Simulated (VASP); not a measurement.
Crystal: B3O.

```xyz
4
Lattice="-1.4472 1.4472 3.2328 1.4472 -1.4472 3.2328 1.4472 1.4472 -3.2328" Properties=species:S:1:pos:R:3 pbc="T T T"
B     0.0000    0.0000    3.2328
B     1.4472    0.0000    1.6164
B     0.0000    1.4472    1.6164
O     0.0000    0.0000    0.0000
```

```yaml
Program: VASP 6.6.1
Task: relaxation of cell and atoms
Functional: PBE
Potentials_or_basis: VASP PAW PBE potentials, release 64 (B, O)
Cutoff: 600 eV
k_mesh: 8 × 8 × 8
Occupations: gaussian, width 0.1 eV
Spin: no spin polarisation
```

At the start: pressure 10.0 GPa; volume 6.77 Å³/atom.

Q: How do energy, volume and symmetry change on relaxing?

A: Over 19 steps the energy falls by 666.4 meV/atom and the volume is 7.24 Å³/atom (+6.9 %); space group I4/mmm (No. 139, to 0.05 Å).

Step by step:
```
step  energy change (eV)  largest force (eV/Å)  pressure (GPa)  volume (Å³)
   1              0.0000                0.0000            9.99        27.08
   2             -0.1006                0.0000           -1.63        28.76
   3             -0.1146                0.0000           -9.28        30.32
   4             -0.1787                0.0000          -10.31        30.68
   5             -0.3818                0.0000          -13.42        31.69
   6             -0.9146                0.0000          -18.93        33.40
   7             -1.7894                0.0000          -31.43        35.70
   8             -1.8667                0.0000          -31.58        35.67
   9             -1.9077                0.0000          -31.45        35.63
  10             -1.8894                0.0000          -30.45        35.48
  11             -1.9159                0.0000          -31.31        35.60
  12             -2.0222                0.0000          -29.49        35.04
  13             -2.2960                0.0000          -23.76        33.39
  14             -2.6229                0.0000           -8.82        30.26
  15             -2.0767                0.0000           46.88        24.60
  16             -2.6571                0.0000           -0.52        29.13
  17             -2.6573                0.0000            0.40        29.01
  18             -2.6606                0.0000            0.34        28.99
  19             -2.6654                0.0000            0.12        28.95
```

Final structure:
```
CELL_PARAMETERS angstrom
-1.20578 1.20578 4.97781
1.20578 -1.20578 4.97781
1.20578 1.20578 -4.97781
ATOMIC_POSITIONS crystal
B 0.50000 0.50000 0.00000
B 0.25000 0.75000 0.50000
B 0.75000 0.25000 0.50000
O 0.00000 0.00000 0.00000
```

Caveat: the k points lie up to 0.46 Å⁻¹ apart in the final cell; an odd number of electrons without spin polarisation forces a metal; a magnetic or distorted state may lie lower.
